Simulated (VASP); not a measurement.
Here is a VASP 6.6.1 calculation.

Contents of INCAR:

```
PREC = Accurate ; ENCUT = 520
EDIFF = 1E-6 ; ISMEAR = -1
SIGMA = 0.03 ; LREAL = F
LASPH = T ; NELM = 60
ALGO = Normal ; ISIF = 2
LWAVE = F ; LCHARG = F
GGA = PE ; NBANDS = 21
```

Contents of KPOINTS:

```
regular mesh
0
Gamma
  9 9 9
```

The input POSCAR:

```
Sn
1.0
    0.0000000000      3.2456000000      3.1806880000
    3.2456000000      0.0000000000      3.1806880000
    3.2456000000      3.2456000000      0.0000000000
Sn
2
Direct
    0.5000000000      0.5000000000      0.5000000000
    0.7500000000      0.7500000000      0.7500000000
```

Potentials or basis: VASP PAW PBE potentials, release 64 (Sn_d).

The run is started by

```bash
$ cat potpaw_PBE.64/Sn_d/POTCAR > POTCAR
$ mpirun -np 1 vasp_std > vasp.out
```

Task: What does it give for the pressure?

Result: 4.2 GPa.

Stress tensor (GPa, compression positive):
```
4.00 0.00 0.00
0.00 4.00 0.00
0.00 0.00 4.59
```

Caveat: the cell differs from its parent crystal (zz strain of -2 %).
